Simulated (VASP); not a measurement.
Write the native input for VASP 6.6.1 that does the following.

```yaml
Task: relaxation of cell and atoms
Functional: PBEsol
Potentials_or_basis: VASP PAW PBE potentials, release 64 (Ga_d, Sb, As)
Cutoff: 600 eV
k_mesh: 6 × 6 × 6
Occupations: gaussian, width 0.1 eV
Spin: no spin polarisation
Dipole_correction: no
Further_INCAR_settings: ALGO = Normal; EDIFF = 1e-06; IBRION = 2; EDIFFG = -0.005; NSW = 100; ISIF = 3
```

The structure of Ga4SbAs3 lies in POSCAR:

```
Ga4SbAs3
1.0
    5.7807183845      0.0000000000      0.0000000000
    0.0000000000     -5.7807183845      0.0000000000
    0.0000000000      0.0000000000     -5.7807183845
Ga Sb As
4 1 3
Direct
   -0.0088795825      0.5088795825      0.5088795825
    0.5088795825     -0.0088795825      0.5088795825
    0.5088795825      0.5088795825     -0.0088795825
   -0.0088795825     -0.0088795825     -0.0088795825
    0.2500000000      0.2500000000      0.2500000000
    0.7500000000      0.7500000000      0.2500000000
    0.7500000000      0.2500000000      0.7500000000
    0.2500000000      0.7500000000      0.7500000000
```

These files were run (other wordings do the same):

INCAR

```
PREC = Accurate
ENCUT = 600
EDIFF = 1E-6
ISMEAR = 0
SIGMA = 0.1
LREAL = False
LASPH = True
NELM = 60
ALGO = Normal
ISIF = 3
LWAVE = False
LCHARG = False
GGA = PS
IBRION = 2
NSW = 100
EDIFFG = -0.005
```

KPOINTS

```
Automatic mesh
0
Gamma
  6 6 6
```

Potentials or basis: VASP PAW PBE potentials, release 64 (Ga_d, Sb, As).

The run is started by

```sh
$ cat potpaw_PBE.64/Ga_d/POTCAR potpaw_PBE.64/Sb/POTCAR potpaw_PBE.64/As/POTCAR > POTCAR
$ mpirun -np 1 vasp_std > vasp.out
```

It gave:

The relaxed volume is 24.13 Å³/atom. The relaxed cell is a = 5.779 Å, b = 5.779 Å, c = 5.779 Å, α = 90.00°, β = 90.00°, γ = 90.00°, the space group after relaxing (to 0.1 Å) is P-43m (No. 215) and the energy gained by relaxing is 0.1 meV/atom. The ionic steps are 5 and the pressure after relaxing is 0.0 GPa. The largest force after relaxing is 0.003 eV/Å and the band gap on the k mesh is zero (filled and empty bands touch).

Caveat: semilocal functionals underestimate gaps, and a narrow one can read as zero; the PAW data sets were made with another functional, which shifts forces and pressure a little; spin-orbit coupling is left out, which moves the levels of the heavy elements.

Wall time 4.6 min on 1 thread of AMD EPYC 9R45 96-Core Processor (Zen 5) (shared host), peak memory 0.43 GiB.
